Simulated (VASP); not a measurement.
# Sb (R-3m) in VASP: notebook

Runs on Sb. Level: PBEsol. Tasks: single point.

All numbers are computed with VASP 6.6.1; they aren't measurements. Logs are shortened: lines on timing, memory, paths and dates and some standing lists are left out, and cuts for length are marked.

**1. The cell of the first run**

It takes space group R-3m (No. 166, trigonal). The conventional cell has a = 4.366 Å, b = 4.366 Å, c = 10.895 Å, α = 90.00°, β = 90.00°, γ = 120.00°. Sb (site symmetry 3m) has 6 Sb at 2.91 to 3.33 Å within 3.8 Å.

**2. Single point, PBEsol (strain +0.015 along x and y, -0.030 along z)**

INCAR reads:

```
SYSTEM = Sb
ALGO = Normal ; EDIFF = 1E-6
ENCUT = 520 ; GGA = PS
ISIF = 2 ; ISMEAR = 0
LASPH = .True. ; LCHARG = .False.
LREAL = .False. ; LWAVE = .False.
NBANDS = 12 ; NELM = 100
PREC = Accurate ; SIGMA = 0.15
```

KPOINTS reads:

```
k-points
0
Gamma
  12 12 12
  0 0 0
```

POSCAR reads:

```
Sb
1.0
    2.1828593370      1.2602744258      3.6316800000
   -2.1828593370      1.2602744258      3.6316800000
    0.0000000000     -2.5205488516      3.6316800000
Sb
2
Direct
    0.2336400000      0.2336400000      0.2336400000
    0.7663600000      0.7663600000      0.7663600000
```

Potentials or basis: VASP PAW PBE potentials, release 64 (Sb).

Command:

```
cat potpaw_PBE.64/Sb/POTCAR > POTCAR
mpirun -np 1 vasp_std > vasp.out
```

OUTCAR:

```text
SYSTEM = Sb
   EDIFF = 1E-6
   ENCUT = 520
   GGA = PS
   ISIF = 2
   ISMEAR = 0
   LASPH = .True.
   LREAL = .False.
   NELM = 100
   PREC = Accurate

 ion  position               nearest neighbor table
   1  0.234  0.234  0.234-   2 2.91   2 2.91   2 2.91   2 3.33   2 3.33   2 3.33
   2  0.766  0.766  0.766-   1 2.91   1 2.91   1 2.91   1 3.33   1 3.33   1 3.33

  LATTYP: Found a trigonal (rhomboedric) cell.
 ALAT       =     4.4206635402
 COS(alpha) =     0.5123518581

  Lattice vectors:

 A1 = (   2.1828593370,   1.2602744258,   3.6316800000)
 A2 = (  -2.1828593370,   1.2602744258,   3.6316800000)
 A3 = (   0.0000000000,  -2.5205488516,   3.6316800000)

Analysis of symmetry for initial positions (statically):
=====================================================================
 Subroutine PRICEL returns:
 Original cell was already a primitive cell.

 Routine SETGRP: Setting up the symmetry group for a
 trigonal (rhombohedral) supercell.

 Subroutine GETGRP returns: Found 12 space group operations
 (whereof 12 operations were pure point group operations)
 out of a pool of 12 trial point group operations.

The static configuration has the point symmetry D_3d.

Analysis of symmetry for dynamics (positions and initial velocities):
=====================================================================
 Subroutine PRICEL returns:
 Original cell was already a primitive cell.

 Routine SETGRP: Setting up the symmetry group for a
 trigonal (rhombohedral) supercell.

 Subroutine GETGRP returns: Found 12 space group operations
 (whereof 12 operations were pure point group operations)
 out of a pool of 12 trial point group operations.

The dynamic configuration has the point symmetry D_3d.

 Subroutine INISYM returns: Found 12 space group operations
 (whereof 12 operations are pure point group operations),
 and found     1 'primitive' translations

----------------------------------------------------------------------------------------

                                     Primitive cell

  volume of cell :      59.9445

  direct lattice vectors                    reciprocal lattice vectors
     2.182859337  1.260274426  3.631680000     0.229057361  0.132246329  0.091784886
    -2.182859337  1.260274426  3.631680000    -0.229057361  0.132246329  0.091784886
     0.000000000 -2.520548852  3.631680000     0.000000000 -0.264492659  0.091784886

  length of vectors
     4.420663540  4.420663540  4.420663540     0.279965769  0.279965769  0.279965769

  position of ions in fractional coordinates (direct lattice)
[... 91 lines left out ...]
   NUPDOWN=      -1.0000    fix difference up-down
   EMIN   =  10.00;   EMAX   =-10.00  energy-range for DOS
   EFERMI =   0.00;   METHOD = LEGACY
   ISMEAR =     0;   SIGMA  =   0.15  broadening in eV -4-tet -1-fermi 0-gaus
   EFERMI_NEDOS =   21; number of points for ismear=-14 and -15
   IALGO  =     38    algorithm
   IMIX   =      4    mixing-type and parameters
     AMIX     =   0.40;   BMIX     =  1.00
     AMIX_MAG =   1.60;   BMIX_MAG =  1.00
  volume/ion in A,a.u.               =      29.97       202.26
  Fermi-wavevector in a.u.,A,eV,Ry     =   0.901208  1.703036 11.050318  0.812175
  Thomas-Fermi vector in A             =   2.024260
   LORBIT       =      0    0 simple, 1 ext, 2 COOP (PROOUT), +10 PAW based schemes
   GGA     = PS    functional components
   LHFCALC =     F    Hartree Fock is set to
   AEXX    =    0.0000 exact exchange contribution
   IVDW    =     0    specifies the selected vdW correction
   LEPSILON=     F    determine dielectric tensor
   LRPA    =     F    only Hartree local field effects (RPA)
 non-spin polarized calculation
 Gauss-broadening in eV      SIGMA  =   0.15
  energy-cutoff  :      520.00
  volume of cell :       59.94
 maximum number of plane-waves:      1636
 NGX is ok and might be reduce to    36
   NGX = 17   NGY = 17   NGZ = 17

 number of electron      10.0000000 magnetization

 Free energy of the ion-electron system (eV)
  ---------------------------------------------------
  ext. energy  EPLUGINS =         0.00000000
  ---------------------------------------------------
  free energy    TOTEN  =        -9.10715682 eV

  energy without entropy =       -9.10527338  energy(sigma->0) =       -9.10621510

 E-fermi :   7.0873     XC(G=0):  -9.7021

 val. band max:        7.0193368853   @ k =  -0.4167   0.5000   0.4167
 cond. band min:       7.1179669226   @ k =   0.5000   0.5000   0.5000
 fundamental gap:      0.0986300373
 Fermi energy:         7.0872747986

 k-point     1 :       0.0000    0.0000    0.0000
  band No.  band energies     occupation
      1      -5.5495      2.00000
      2       2.4908      2.00000
      3       5.2524      2.00000
      4       5.2524      2.00000
      5       5.4906      2.00000
      6       9.3315      0.00000
      7       9.9680      0.00000
      8       9.9680      0.00000
      9      12.0911      0.00000
     10      12.0911      0.00000
     11      12.5481      0.00000
     12      13.6524      0.00000
[... 331 lines left out ...]
 k-point    24 :      -0.4167    0.1667    0.0000
  band No.  band energies     occupation
      1      -3.0467      2.00000
      2      -2.3197      2.00000
      3       3.4395      2.00000
      4       5.1540      2.00000
      5       5.5416      2.00000
      6       8.2255      0.00000
      7       8.6485      0.00000
      8      10.3252      0.00000
      9      13.6291      0.00000
     10      14.1809      0.00000
     11      14.8038      0.00000
     12      17.6487      0.00000

 [... further k-points ...]

------------------------ aborting loop because EDIFF is reached ----------------------------------------

  FORCE on cell =-STRESS in cart. coord.  units (eV):
  Direction    XX          YY          ZZ          XY          YZ          ZX
  --------------------------------------------------------------------------------------
  -------------------------------------------------------------------------------------
  Total       -0.0664908     -0.0664908      0.4144509      0.0000000      0.0000000     -0.0000000
  in kB       -1.7771433     -1.7771433     11.0773024      0.0000000      0.0000000     -0.0000000
  external PRESSURE =       2.5076719 kB  Pullay stress =       0.0000000 kB

 VOLUME and BASIS-vectors are now :
 -----------------------------------------------------------------------------
  energy-cutoff  :      520.00
  volume of cell :       59.94
      direct lattice vectors                 reciprocal lattice vectors
     2.182859337  1.260274426  3.631680000     0.229057361  0.132246329  0.091784886
    -2.182859337  1.260274426  3.631680000    -0.229057361  0.132246329  0.091784886
     0.000000000 -2.520548852  3.631680000     0.000000000 -0.264492659  0.091784886

 POSITION                                       TOTAL-FORCE (eV/Angst)
 -----------------------------------------------------------------------------------
      0.00000      0.00000      2.54552         0.000000     -0.000000      0.277992
      0.00000      0.00000      8.34952         0.000000      0.000000     -0.277992
 -----------------------------------------------------------------------------------
    total drift:                                0.000000     -0.000000      0.000000

  FREE ENERGIE OF THE ION-ELECTRON SYSTEM (eV)
  ---------------------------------------------------
  free  energy   TOTEN  =        -9.1071568205 eV

  energy  without entropy=       -9.1052733770  energy(sigma->0) =       -9.10621510
```

stdout:

```text
POSCAR found type information on POSCAR Sb
 POSCAR found :  1 types and       2 ions
 scaLAPACK will be used
 -----------------------------------------------------------------------------
|                                                                             |
|                                                                             |
|     You enforced a specific xc type in the INCAR file but a different       |
|     I HOPE YOU KNOW WHAT YOU ARE DOING!                                     |
|                                                                             |
 -----------------------------------------------------------------------------

 LDA part: xc-table for (Slater+PW92), standard interpolation
 POSCAR, INCAR and KPOINTS ok, starting setup
 FFT: planning ... GRIDC
 FFT: planning ... GRID_SOFT
 FFT: planning ... GRID
 WAVECAR not read
 entering main loop
```

Wall time 2.6 min (1 thread of Intel Xeon 8259CL, shared host); peak memory 0.28 GiB.

What came out:

- Free energy: -9.1072 eV
- Pressure: 0.3 GPa
- Largest force: 0.278 eV/Å
- Band gap on the k mesh: zero (band 5 reaches 7.16 eV, above the bottom of band 6 at 6.95 eV)

Forces in eV/Å, atoms in the order of the input:
```
Sb   0.000  0.000  0.278
Sb   0.000  0.000 -0.278
```

Stress tensor (GPa, compression positive):
```
-0.18  0.00  0.00
 0.00 -0.18  0.00
 0.00  0.00  1.11
```

Levels at points of the mesh, in eV from the Fermi level:
```
           k point  band 2  band 3  band 4  band 5  band 6  band 7  band 8  band 9
(0.00, 0.00, 0.00)   -4.60   -1.83   -1.83   -1.60    2.24    2.88    2.88    5.00
(0.50, 0.00, 0.00)   -9.59   -1.81   -1.41   -0.15   -0.14    0.55    0.57    7.98
(0.50, 0.50, 0.00)   -7.86   -5.37   -3.73   -3.51    1.57    5.22    5.64    7.22
(0.50, 0.50, 0.50)   -8.81   -1.35   -1.35   -0.69    0.03    0.03    1.01    7.32
```

Caveat: the cell differs from its parent crystal (strain +0.015 along x and y, -0.030 along z); the PAW data sets were made with another functional, which shifts forces and pressure a little; spin-orbit coupling is left out, which moves the levels of the heavy elements.

**3. Single point, PBEsol (strain +0.000 along x and y, +0.015 along z)**

INCAR reads:

```
  PREC = Accurate
  ENCUT = 520
  EDIFF = 1E-7
  ISMEAR = 0
  SIGMA = 0.15
  LREAL = F
  LASPH = T
  NELM = 60
  ALGO = Normal
  ISIF = 2
  LWAVE = F
  LCHARG = F
  GGA = PS
  NBANDS = 12
```

KPOINTS reads:

```
Automatic mesh
0
Gamma
  12 12 12
```

POSCAR reads:

```
Sb
1.0
    2.1506003320      1.2416496806      3.8001600000
   -2.1506003320      1.2416496806      3.8001600000
    0.0000000000     -2.4832993611      3.8001600000
Sb
2
Direct
    0.2336400000      0.2336400000      0.2336400000
    0.7663600000      0.7663600000      0.7663600000
```

Potentials or basis: VASP PAW PBE potentials, release 64 (Sb).

Command:

```
cat potpaw_PBE.64/Sb/POTCAR > POTCAR
mpirun -np 1 vasp_std > vasp.out
```

Wall time 3 min (1 thread of Intel Xeon 8259CL, shared host); peak memory 0.28 GiB.

Results (log left out):

```yaml
Free_energy: -9.1095 eV
Pressure: -0.2 GPa
Largest_force: 0.122 eV/Å
Band_gap_on_the_k_mesh: zero (band 5 reaches 7.09 eV, above the bottom of band 6 at 6.80 eV)
```

Forces on the atoms (eV/Å):
```
Sb   0.000  0.000  0.122
Sb   0.000  0.000 -0.122
```

Stress tensor (GPa, compression positive):
```
 0.14  0.00  0.00
 0.00  0.14  0.00
 0.00  0.00 -0.81
```

Levels at points of the mesh, in eV from the Fermi level:
```tsv
k point	band 2	band 3	band 4	band 5	band 6	band 7	band 8	band 9
(0.00, 0.00, 0.00)	-4.86	-2.12	-1.71	-1.71	2.06	2.69	2.69	5.14
(0.50, 0.00, 0.00)	-9.58	-1.90	-1.86	-0.26	-0.23	0.10	0.54	7.39
(0.50, 0.50, 0.00)	-7.99	-5.39	-3.74	-3.57	1.52	4.88	5.48	6.83
(0.50, 0.50, 0.50)	-8.96	-1.23	-1.23	-0.43	0.21	0.21	1.18	6.87
```

Caveat: the cell differs from its parent crystal (strain +0.000 along x and y, +0.015 along z); the PAW data sets were made with another functional, which shifts forces and pressure a little; spin-orbit coupling is left out, which moves the levels of the heavy elements.
